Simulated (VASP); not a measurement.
**InSb (zincblende type): single point with LDA**

Crystal: InSb (zincblende type).

```xyz
2
Lattice="0.0000 2.6423 2.6423 2.6423 0.0000 2.6423 2.6423 2.6423 0.0000" Properties=species:S:1:pos:R:3 pbc="T T T"
In    0.0000    0.0000    0.0000
Sb    1.3211    1.3211    1.3211
```

This cell differs from its parent crystal: volume scaled by 0.55.

```
Program                : VASP 6.6.1
Task                   : single point
Functional             : LDA
Potentials or basis    : VASP PAW LDA potentials, release 64 (In_d, Sb)
Cutoff                 : 520 eV
k mesh                 : 11 × 11 × 11
Occupations            : fermi-dirac, width 0.1 eV
Spin                   : no spin polarisation
Dipole correction      : no
Further INCAR settings : ALGO = Normal; EDIFF = 1e-06; NBANDS = 16
```

- Pressure: 113.8 GPa
- Band gap on the k mesh: zero (band 9 reaches 14.55 eV, above the bottom of band 10 at 14.05 eV)

Levels at points of the mesh, in eV from the Fermi level:
| k point | band 5 | band 6 | band 7 | band 8 | band 9 | band 10 | band 11 | band 12 | band 13 | band 14 |
| --- | --- | --- | --- | --- | --- | --- | --- | --- | --- | --- |
| (0.00, 0.00, 0.00) | -17.21 | -16.53 | 0.38 | 0.38 | 0.38 | 2.53 | 2.53 | 2.53 | 3.19 | 5.93 |

It took 27 s on 1 thread of Intel(R) Xeon(R) 6975P-C (Granite Rapids) (shared host), peak memory 0.16 GiB.

Caveat: spin-orbit coupling is left out, which moves the levels of the heavy elements.
